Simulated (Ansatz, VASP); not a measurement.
GaSb3: VASP beside Ansatz

```
CELL_PARAMETERS angstrom
-3.01238 3.01238 3.01238
3.01238 -3.01238 3.01238
3.01238 3.01238 -3.01238
ATOMIC_POSITIONS crystal
Ga 0.00000 0.00000 0.00000
Sb 0.00000 0.50000 0.50000
Sb 0.50000 0.00000 0.50000
Sb 0.50000 0.50000 0.00000
```

Alike in both runs: functional PBE; k mesh 5 × 5 × 5; occupations gaussian, width 0.2 eV; no spin polarisation.

Ansatz relaxed the structure, and its values are those at the end. VASP's run is a single point on that final structure, the one shown.

```csv
,VASP,Ansatz
version,VASP 6.6.1,Ansatz 0.2.0
potentials or method,"VASP PAW PBE potentials, release 64 (Ga_d, Sb), cutoff 500 eV","scalar-relativistic, plane waves, PAW"
valence electrons in the cell,28,58
```

Ansatz gave:

* gap on the k mesh at the Fermi level (eV): none
* pressure (GPa): 0.5

Q: Estimate VASP's values.

A: gap on the k mesh at the Fermi level (eV): none; pressure (GPa): 0.6.

A gap of «none» marks a metal or a gap that the smearing closes. The functional is the same, so the differences come from potentials, cutoffs and numerics. VASP's potentials hold 28 valence electrons a cell and Ansatz's 58, so a difference there can come from the potentials and not from the codes.

Neither program's run includes spin-orbit coupling.
